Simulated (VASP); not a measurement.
A run of VASP 6.6.1 is set up as follows.

The input INCAR:

```
SYSTEM = Li
  PREC = Accurate
  ENCUT = 520
  EDIFF = 1E-6
  ISMEAR = -1
  SIGMA = 0.1
  LREAL = .FALSE.
  LASPH = .TRUE.
  NELM = 100
  ALGO = Normal
  ISIF = 2
  LWAVE = .FALSE.
  LCHARG = .FALSE.
  GGA = RE
  NBANDS = 8
```

KPOINTS

```
regular mesh
0
G
  14 14 14
  0 0 0
```

The input POSCAR:

```
Li
1.0
    0.0000000000      2.1022996709      2.1022996709
    2.1022996709      0.0000000000      2.1022996709
    2.1022996709      2.1022996709      0.0000000000
Li
1
Direct
    0.0000000000      0.0000000000      0.0000000000
```

Potentials or basis: VASP PAW PBE potentials, release 64 (Li_sv).

The run is started by

```sh
$ cat potpaw_PBE.64/Li_sv/POTCAR > POTCAR
$ mpirun -np 1 vasp_std > vasp.out
```

Problem. Predict the band gap on the k mesh.

Solution. Zero (an odd number of electrons rules out a gap without spin polarisation).
